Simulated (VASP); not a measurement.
# LiNbO3 (Pm-3m) in VASP: a series of runs

Runs on LiNbO3. Level: r2SCAN. Tasks: single point.

Everything below comes from runs of VASP 6.6.1. Logs are shortened: lines on timing, memory, paths and dates and some standing lists are left out, and cuts for length are marked.

### Step 1. The cell of the first run

It takes space group Pm-3m (No. 221, cubic). Conventional cell: a = 3.893 Å, b = 3.893 Å, c = 3.893 Å, α = 90.00°, β = 90.00°, γ = 90.00°. Li (site symmetry m-3m) has 12 O at 2.75 Å and 8 Nb at 3.37 Å within 3.6 Å. Within 2.6 Å of Nb (site symmetry m-3m) lie 6 O at 1.95 Å. O (site symmetry 4/mmm) has 2 Nb at 1.95 Å within 2.6 Å.

### Step 2. Single point, r2SCAN (volume changed by -3%)

The input, POSCAR:

```
LiNbO3
1.0
    3.8934366603      0.0000000000      0.0000000000
    0.0000000000      3.8934366603      0.0000000000
    0.0000000000      0.0000000000      3.8934366603
Li Nb O
1 1 3
Direct
    0.0000000000      0.0000000000      0.0000000000
    0.5000000000      0.5000000000      0.5000000000
    0.5000000000      0.5000000000      0.0000000000
    0.5000000000      0.0000000000      0.5000000000
    0.0000000000      0.5000000000      0.5000000000
```

The input, INCAR.step1:

```
PREC     = Accurate       # precision mode
ENCUT    = 520            # plane-wave cutoff, eV
ISMEAR   = 0              # smearing method
SIGMA    = 0.01           # smearing width, eV
LREAL    = F              # projectors in reciprocal space
LASPH    = T              # aspherical terms in the spheres
NELM     = 80             # most SCF steps
NBANDS   = 25             # bands
GGA      = PE             # functional
ALGO     = Normal         # electronic algorithm
EDIFF    = 1E-4           # SCF threshold, eV
LWAVE    = T              # write WAVECAR
LCHARG   = F              # write CHGCAR
```

The input, INCAR.step2:

```
PREC     = Accurate       # precision mode
ENCUT    = 520            # plane-wave cutoff, eV
EDIFF    = 1E-7           # SCF threshold, eV
ISMEAR   = 0              # smearing method
SIGMA    = 0.01           # smearing width, eV
LREAL    = F              # projectors in reciprocal space
LASPH    = T              # aspherical terms in the spheres
NELM     = 80             # most SCF steps
ALGO     = Normal         # electronic algorithm
ISIF     = 2              # what is computed and relaxed
LWAVE    = F              # write WAVECAR
LCHARG   = F              # write CHGCAR
METAGGA  = R2SCAN         # meta-GGA
LMIXTAU  = T            
NBANDS   = 25             # bands
ISTART   = 1
```

The input, KPOINTS:

```
Automatic mesh
0
Gamma
  6 6 6
```

Potentials or basis: VASP PAW PBE potentials, release 64 (Li_sv, Nb_sv, O).

Run with:

```
cat potpaw_PBE.64/Li_sv/POTCAR potpaw_PBE.64/Nb_sv/POTCAR potpaw_PBE.64/O/POTCAR > POTCAR
cp INCAR.step1 INCAR
mpirun -np 1 vasp_std > vasp.out
cp INCAR.step2 INCAR
mpirun -np 1 vasp_std > vasp.out
```

OUTCAR:

```text
PREC = Accurate
   ENCUT = 520
   EDIFF = 1E-7
   ISMEAR = 0
   LREAL = F
   LASPH = T
   NELM = 80
   ISIF = 2
   METAGGA = R2SCAN
   ISTART = 1

 ion  position               nearest neighbor table
   1  0.000  0.000  0.000-
   2  0.500  0.500  0.500-   3 1.95   4 1.95   5 1.95   3 1.95   4 1.95   5 1.95
   3  0.500  0.500  0.000-   2 1.95   2 1.95
   4  0.500  0.000  0.500-   2 1.95   2 1.95
   5  0.000  0.500  0.500-   2 1.95   2 1.95

  LATTYP: Found a simple cubic cell.
 ALAT       =     3.8934366603

  Lattice vectors:

 A1 = (   3.8934366603,   0.0000000000,   0.0000000000)
 A2 = (   0.0000000000,   3.8934366603,   0.0000000000)
 A3 = (   0.0000000000,   0.0000000000,   3.8934366603)

Analysis of symmetry for initial positions (statically):
=====================================================================
 Subroutine PRICEL returns:
 Original cell was already a primitive cell.

 Routine SETGRP: Setting up the symmetry group for a
 simple cubic supercell.

 Subroutine GETGRP returns: Found 48 space group operations
 (whereof 48 operations were pure point group operations)
 out of a pool of 48 trial point group operations.

The static configuration has the point symmetry O_h .

Analysis of symmetry for dynamics (positions and initial velocities):
=====================================================================
 Subroutine PRICEL returns:
 Original cell was already a primitive cell.

 Routine SETGRP: Setting up the symmetry group for a
 simple cubic supercell.

 Subroutine GETGRP returns: Found 48 space group operations
 (whereof 48 operations were pure point group operations)
 out of a pool of 48 trial point group operations.

The dynamic configuration has the point symmetry O_h .

 Subroutine INISYM returns: Found 48 space group operations
 (whereof 48 operations are pure point group operations),
 and found     1 'primitive' translations

----------------------------------------------------------------------------------------

                                     Primitive cell

  volume of cell :      59.0200

  direct lattice vectors                    reciprocal lattice vectors
     3.893436660  0.000000000  0.000000000     0.256842499  0.000000000  0.000000000
     0.000000000  3.893436660  0.000000000     0.000000000  0.256842499  0.000000000
     0.000000000  0.000000000  3.893436660     0.000000000  0.000000000  0.256842499

  length of vectors
     3.893436660  3.893436660  3.893436660     0.256842499  0.256842499  0.256842499

  position of ions in fractional coordinates (direct lattice)
     0.000000000  0.000000000  0.000000000
     0.500000000  0.500000000  0.500000000
     0.500000000  0.500000000  0.000000000
     0.500000000  0.000000000  0.500000000
     0.000000000  0.500000000  0.500000000

  ion indices of the primitive-cell ions
   primitive index   ion index
                 1           1
                 2           2
                 3           3
                 4           4
                 5           5

----------------------------------------------------------------------------------------

 KPOINTS: Automatic mesh

Automatic generation of k-mesh.
 Grid dimensions read from file:
 generate k-points for:    6    6    6

 Generating k-lattice:

  Cartesian coordinates                     Fractional coordinates (reciprocal lattice)
     0.042807083  0.000000000  0.000000000     0.166666667  0.000000000  0.000000000
     0.000000000  0.042807083  0.000000000     0.000000000  0.166666667  0.000000000
     0.000000000  0.000000000  0.042807083     0.000000000  0.000000000  0.166666667

  Length of vectors
     0.042807083  0.042807083  0.042807083

  Shift w.r.t. Gamma in fractional coordinates (k-lattice)
     0.000000000  0.000000000  0.000000000

 Subroutine IBZKPT returns following result:
 ===========================================

 Found     20 irreducible k-points:

 Following reciprocal coordinates:
            Coordinates               Weight
  0.000000  0.000000  0.000000      1.000000
  0.166667  0.000000  0.000000      6.000000
  0.333333  0.000000  0.000000      6.000000
  0.500000  0.000000  0.000000      3.000000
  0.166667  0.166667  0.000000     12.000000
  0.333333  0.166667  0.000000     24.000000
[... 12 lines left out ...]
  0.500000  0.500000  0.333333      6.000000
  0.500000  0.500000  0.500000      1.000000
   k-points           NKPTS =     20   k-points in BZ     NKDIM =     20   number of bands    NBANDS=     25
   number of dos      NEDOS =    301   number of ions     NIONS =      5
   total plane-waves  NPLWV =  27000
   dimension x,y,z NGX =    30 NGY =   30 NGZ =   30
   dimension x,y,z NGXF=    60 NGYF=   60 NGZF=   60
   ions per type =               1   1   3
   NGX,Y,Z   is equivalent  to a cutoff of  12.81, 12.81, 12.81 a.u.
   NGXF,Y,Z  is equivalent  to a cutoff of  25.62, 25.62, 25.62 a.u.
 SYSTEM =  unknown system
   PREC   = accura    normal or accurate (medium, high low for compatibility)
   ISTART =      1    job   : 0-new  1-cont  2-samecut
   ICHARG =      0    charge: 1-file 2-atom 10-const
   ISPIN  =      1    spin polarized calculation?
   LNONCOLLINEAR =      F non collinear calculations
   LSORBIT =      F    spin-orbit coupling
   LASPH  =      T    aspherical Exc in radial PAW
   ENCUT  =  520.0 eV  38.22 Ry    6.18 a.u.   7.24  7.24  7.24*2*pi/ulx,y,z
   NELM   =     80;   NELMIN=  2; NELMDL=  0     # of ELM steps
   EDIFF  = 0.1E-06   stopping-criterion for ELM
   LREAL  =      F    real-space projection
   EDIFFG = 0.1E-05   stopping-criterion for IOM
   NSW    =      0    number of steps for IOM
   IBRION =     -1    ionic relax: 0-MD 1-quasi-New 2-CG
   NFREE  =      0    steps in history (QN), initial steepest desc. (CG)
   ISIF   =      2    stress and relaxation
   ISYM   =      2    0-nonsym 1-usesym 2-fastsym
   POTIM  = 0.5000    time-step for ionic-motion
   TEBEG  =    0.0;   TEEND  =   0.0 temperature during run
   PSTRESS=    0.0 pullay stress
   NELECT =      34.0000    total number of electrons
   NUPDOWN=      -1.0000    fix difference up-down
   EMIN   =  10.00;   EMAX   =-10.00  energy-range for DOS
   EFERMI =   0.00;   METHOD = LEGACY
   ISMEAR =     0;   SIGMA  =   0.01  broadening in eV -4-tet -1-fermi 0-gaus
   EFERMI_NEDOS =   21; number of points for ismear=-14 and -15
   IALGO  =     38    algorithm
   IMIX   =      4    mixing-type and parameters
     AMIX     =   0.40;   BMIX     =  1.00
     AMIX_MAG =   1.60;   BMIX_MAG =  1.00
  volume/ion in A,a.u.               =      11.80        79.66
  Fermi-wavevector in a.u.,A,eV,Ry     =   1.362181  2.574148 25.246100  1.855536
  Thomas-Fermi vector in A             =   2.488693
   LORBIT       =      0    0 simple, 1 ext, 2 COOP (PROOUT), +10 PAW based schemes
   METAGGA = R2SCAN    functional components
   LHFCALC =     F    Hartree Fock is set to
   AEXX    =    0.0000 exact exchange contribution
   IVDW    =     0    specifies the selected vdW correction
   LEPSILON=     F    determine dielectric tensor
   LRPA    =     F    only Hartree local field effects (RPA)
 non-spin polarized calculation
 Gauss-broadening in eV      SIGMA  =   0.01
  energy-cutoff  :      520.00
  volume of cell :       59.02
 maximum number of plane-waves:      1622
 NGX is ok and might be reduce to    30
   NGX = 15   NGY = 15   NGZ = 15

 number of electron      34.0000005 magnetization

 Free energy of the ion-electron system (eV)
  ---------------------------------------------------
  ext. energy  EPLUGINS =         0.00000000
  ---------------------------------------------------
  free energy    TOTEN  =       -58.32610590 eV

  energy without entropy =      -58.32610590  energy(sigma->0) =      -58.32610590

 E-fermi :   3.3634     XC(G=0): -10.7546

 val. band max:        3.2788385158   @ k =   0.5000   0.5000   0.5000
 cond. band min:       5.4626377302   @ k =   0.0000   0.0000   0.0000
 fundamental gap:      2.1837992144
 Fermi energy:         3.3634091565

 k-point     1 :       0.0000    0.0000    0.0000
  band No.  band energies     occupation
      1     -53.1354      2.00000
      2     -43.5017      2.00000
      3     -28.5318      2.00000
      4     -28.5318      2.00000
      5     -28.5318      2.00000
      6     -15.2932      2.00000
[... 17 lines left out ...]
     24      15.6115      0.00000
     25      15.6116      0.00000

 k-point     2 :       0.1667    0.0000    0.0000
  band No.  band energies     occupation
      1     -53.1343      2.00000
      2     -43.5017      2.00000
      3     -28.5890      2.00000
      4     -28.5301      2.00000
      5     -28.5300      2.00000
      6     -15.1991      2.00000
[... 17 lines left out ...]
     24      13.9911      0.00000
     25      15.4210      0.00000

 k-point     3 :       0.3333    0.0000    0.0000
  band No.  band energies     occupation
      1     -53.1322      2.00000
      2     -43.5015      2.00000
      3     -28.7001      2.00000
      4     -28.5265      2.00000
      5     -28.5265      2.00000
      6     -15.1282      2.00000
[... 17 lines left out ...]
     24      13.0021      0.00000
     25      15.0884      0.00000

 k-point     4 :       0.5000    0.0000    0.0000
  band No.  band energies     occupation
      1     -53.1311      2.00000
      2     -43.5015      2.00000
      3     -28.7542      2.00000
      4     -28.5248      2.00000
      5     -28.5248      2.00000
      6     -15.1109      2.00000
[... 17 lines left out ...]
     24      13.5511      0.00000
     25      14.9490      0.00000
[... 365 lines left out ...]
 k-point    18 :       0.5000    0.3333    0.3333
  band No.  band energies     occupation
      1     -53.1248      2.00000
      2     -43.5011      2.00000
      3     -28.7421      2.00000
      4     -28.6869      2.00000
      5     -28.6860      2.00000
      6     -13.9213      2.00000
[... 17 lines left out ...]
     24      14.3509      0.00000
     25      14.5718      0.00000

 k-point    19 :       0.5000    0.5000    0.3333
  band No.  band energies     occupation
      1     -53.1237      2.00000
      2     -43.5010      2.00000
      3     -28.7401      2.00000
      4     -28.7401      2.00000
      5     -28.6845      2.00000
      6     -13.8717      2.00000
[... 17 lines left out ...]
     24      14.2611      0.00000
     25      14.9900      0.00000

 k-point    20 :       0.5000    0.5000    0.5000
  band No.  band energies     occupation
      1     -53.1227      2.00000
      2     -43.5009      2.00000
      3     -28.7380      2.00000
      4     -28.7380      2.00000
      5     -28.7380      2.00000
      6     -13.4595      2.00000
[... 17 lines left out ...]
     24      14.3301      0.00000
     25      16.0821      0.00000

------------------------ aborting loop because EDIFF is reached ----------------------------------------

  FORCE on cell =-STRESS in cart. coord.  units (eV):
  Direction    XX          YY          ZZ          XY          YZ          ZX
  --------------------------------------------------------------------------------------
  -------------------------------------------------------------------------------------
  Total        2.2683853      2.2683853      2.2683853      0.0000000     -0.0000000      0.0000000
  in kB       61.5783522     61.5783522     61.5783522      0.0000000     -0.0000000      0.0000000
  external PRESSURE =      61.5783522 kB  Pullay stress =       0.0000000 kB

 VOLUME and BASIS-vectors are now :
 -----------------------------------------------------------------------------
  energy-cutoff  :      520.00
  volume of cell :       59.02
      direct lattice vectors                 reciprocal lattice vectors
     3.893436660  0.000000000  0.000000000     0.256842499  0.000000000  0.000000000
     0.000000000  3.893436660  0.000000000     0.000000000  0.256842499  0.000000000
     0.000000000  0.000000000  3.893436660     0.000000000  0.000000000  0.256842499

 POSITION                                       TOTAL-FORCE (eV/Angst)
 -----------------------------------------------------------------------------------
      0.00000      0.00000      0.00000         0.000000      0.000000      0.000000
      1.94672      1.94672      1.94672         0.000000      0.000000      0.000000
      1.94672      1.94672      0.00000         0.000000      0.000000      0.000000
      1.94672      0.00000      1.94672         0.000000      0.000000      0.000000
      0.00000      1.94672      1.94672         0.000000      0.000000      0.000000
 -----------------------------------------------------------------------------------
    total drift:                                0.000000      0.000000     -0.000000

  FREE ENERGIE OF THE ION-ELECTRON SYSTEM (eV)
  ---------------------------------------------------
  free  energy   TOTEN  =       -58.3261058969 eV

  energy  without entropy=      -58.3261058969  energy(sigma->0) =      -58.32610590
```

Wall time 2 min (1 thread of Intel Xeon 6975P-C (Granite Rapids), shared host); peak memory 0.18 GiB.

What came out:

```
Free energy            : -58.3261 eV
Band gap on the k mesh : 2.18 eV, indirect (least direct gap 3.01 eV)
```

Levels at points of the mesh, in eV from the valence-band top:
```tsv
k point	band 15	band 16	band 17	band 18	band 19	band 20
(0.00, 0.00, 0.00)	-0.83	-0.83	-0.83	2.18	2.18	2.18
(0.50, 0.00, 0.00)	-1.58	-0.89	-0.89	2.26	5.05	5.05
(0.50, 0.50, 0.00)	-2.14	-1.43	-0.02	5.08	5.08	6.35
(0.50, 0.50, 0.50)	0.00	0.00	0.00	6.33	6.33	6.33
```

Caveat: the cell differs from its parent crystal (volume changed by -3%); the cutoff is under 1.25 times the usual one of these potentials, so pressure, stress and relaxed cells hold a basis-set (Pulay) error; the PAW data sets were made with another functional, which shifts forces and pressure a little. A k mesh can miss the band edges.

### Step 3. Single point, r2SCAN

This run uses another cell than the first one, of 12.17 Å³/atom, 1.031 times its volume.

POSCAR: that of step 2 with these lines changed.

```diff
@@ -2,5 +2,5 @@
 1.0
-    3.8934366603      0.0000000000      0.0000000000
-    0.0000000000      3.8934366603      0.0000000000
-    0.0000000000      0.0000000000      3.8934366603
+    3.9331683500      0.0000000000      0.0000000000
+    0.0000000000      3.9331683500      0.0000000000
+    0.0000000000      0.0000000000      3.9331683500
 Li Nb O
```

The input, INCAR.step1:

```
  PREC = Accurate
  ENCUT = 520
  ISMEAR = 0
  SIGMA = 0.01
  LREAL = F
  LASPH = T
  NELM = 100
  NBANDS = 25
  GGA = PE
  ALGO = Normal
  EDIFF = 1E-4
  LWAVE = T
  LCHARG = F
```

The input, INCAR.step2:

```
  PREC = Accurate
  ENCUT = 520
  EDIFF = 1E-7
  ISMEAR = 0
  SIGMA = 0.01
  LREAL = F
  LASPH = T
  NELM = 100
  ALGO = Normal
  ISIF = 2
  LWAVE = F
  LCHARG = F
  METAGGA = R2SCAN
  LMIXTAU = T
  NBANDS = 25
  ISTART = 1
```

The input, KPOINTS:

```
regular mesh
0
Gamma
  6 6 6
```

Potentials or basis: VASP PAW PBE potentials, release 64 (Li_sv, Nb_sv, O).

Run with:

```
cat potpaw_PBE.64/Li_sv/POTCAR potpaw_PBE.64/Nb_sv/POTCAR potpaw_PBE.64/O/POTCAR > POTCAR
cp INCAR.step1 INCAR
mpirun -np 1 vasp_std > vasp.out
cp INCAR.step2 INCAR
mpirun -np 1 vasp_std > vasp.out
```

Run time: 2.3 min. Hardware: 1 thread of Intel Xeon 6975P-C (Granite Rapids), shared host; peak memory 0.18 GiB.

Results (log left out):

```yaml
Free_energy: -58.3608 eV
Band_gap_on_the_k_mesh: 2.11 eV, indirect (least direct gap 2.95 eV)
```

Levels at points of the mesh, in eV from the valence-band top:
| k point | band 13 | band 14 | band 15 | band 16 | band 17 | band 18 | band 19 | band 20 | band 21 | band 22 |
| --- | --- | --- | --- | --- | --- | --- | --- | --- | --- | --- |
| (0.00, 0.00, 0.00) | -1.16 | -1.16 | -0.84 | -0.84 | -0.84 | 2.11 | 2.11 | 2.11 | 5.33 | 6.16 |
| (0.50, 0.00, 0.00) | -2.13 | -2.13 | -1.51 | -0.90 | -0.90 | 2.18 | 4.84 | 4.84 | 6.17 | 7.26 |
| (0.50, 0.50, 0.00) | -2.88 | -2.06 | -2.06 | -1.50 | -0.02 | 4.87 | 4.87 | 6.08 | 7.73 | 9.17 |
| (0.50, 0.50, 0.50) | -4.92 | -4.62 | 0.00 | 0.00 | 0.00 | 6.06 | 6.06 | 6.06 | 7.77 | 10.88 |

Caveat: the cutoff is under 1.25 times the usual one of these potentials, so pressure, stress and relaxed cells hold a basis-set (Pulay) error; the PAW data sets were made with another functional, which shifts forces and pressure a little. A k mesh can miss the band edges.

(Part 1 of 2 ends here.)
